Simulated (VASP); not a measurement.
Crystal: CsTa3.

```
Cs Ta
1.0
     4.53600    0.00000    0.00000
     0.00000    4.53600    0.00000
     0.00000    0.00000    4.53600
Cs Ta
1 3
Direct
  0.00000 0.00000 0.00000
  0.00000 0.50000 0.50000
  0.50000 0.00000 0.50000
  0.50000 0.50000 0.00000
```

| Item | Value |
| --- | --- |
| Program | VASP 6.6.1 |
| Task | relaxation of cell and atoms |
| Functional | PBE |
| Potentials or basis | VASP PAW PBE potentials, release 64 (Cs_sv, Ta_pv) |
| Cutoff | 600 eV |
| k mesh | 4 × 4 × 4 |
| Occupations | gaussian, width 0.1 eV |
| Spin | no spin polarisation |

At the start: pressure -6.4 GPa; volume 23.33 Å³/atom.

Q: How do energy, volume and symmetry change on relaxing?

A: Over 3 steps the energy falls by 34.8 meV/atom and the volume is 21.71 Å³/atom (-7.0 %); space group Pm-3m (No. 221, to 0.05 Å).

The path:
| step | energy change (eV) | largest force (eV/Å) | pressure (GPa) | volume (Å³) |
| --- | --- | --- | --- | --- |
| 1 | 0.0000 | 0.0000 | -6.45 | 93.33 |
| 2 | -0.0181 | 0.0000 | 7.27 | 81.21 |
| 3 | -0.1393 | 0.0000 | -0.06 | 86.83 |

Final structure:
```
CELL_PARAMETERS angstrom
4.42822 0.00000 0.00000
0.00000 4.42822 0.00000
0.00000 0.00000 4.42822
ATOMIC_POSITIONS crystal
Cs 0.00000 0.00000 0.00000
Ta 0.00000 0.50000 0.50000
Ta 0.50000 0.00000 0.50000
Ta 0.50000 0.50000 0.00000
```
